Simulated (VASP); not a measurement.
Crystal: InAs (rocksalt type).

```
In As
1.0
     0.00000    2.73389    2.73389
     2.73389    0.00000    2.73389
     2.73389    2.73389    0.00000
In As
1 1
Cartesian
  0.0000 0.0000 0.0000
  2.7339 2.7339 2.7339
```

- Program: VASP 6.6.1
- Task: relaxation of cell and atoms
- Functional: PBE
- Potentials or basis: VASP PAW PBE potentials, release 64 (In_d, As)
- Cutoff: 600 eV
- k mesh: 13 × 13 × 13
- Occupations: fermi-dirac, width 0.05 eV
- Spin: no spin polarisation

At the start: pressure 13.6 GPa; volume 20.43 Å³/atom.

Question: How do energy, volume and symmetry change on relaxing?

Answer: Over 5 steps the energy falls by 121.9 meV/atom and the volume is 23.78 Å³/atom (+16.4 %); space group Fm-3m (No. 225, to 0.1 Å) before and after.

Step by step:
| step | energy change (eV) | largest force (eV/Å) | pressure (GPa) | volume (Å³) |
| --- | --- | --- | --- | --- |
| 1 | 0.0000 | 0.0000 | 13.63 | 40.87 |
| 2 | -0.1764 | 0.0000 | -4.44 | 52.03 |
| 3 | -0.2437 | 0.0000 | 0.07 | 47.53 |
| 4 | -0.2437 | 0.0000 | -0.11 | 47.67 |
| 5 | -0.2437 | 0.0000 | 0.01 | 47.56 |

Final structure:
```xyz
2
Lattice="0.0000 2.8757 2.8757 2.8757 0.0000 2.8757 2.8757 2.8757 0.0000" Properties=species:S:1:pos:R:3 pbc="T T T"
In    0.0000    0.0000    0.0000
As    2.8757    2.8757    2.8757
```

Caveat: the volume moved by over 15 % at a fixed basis, so the end points are rough.
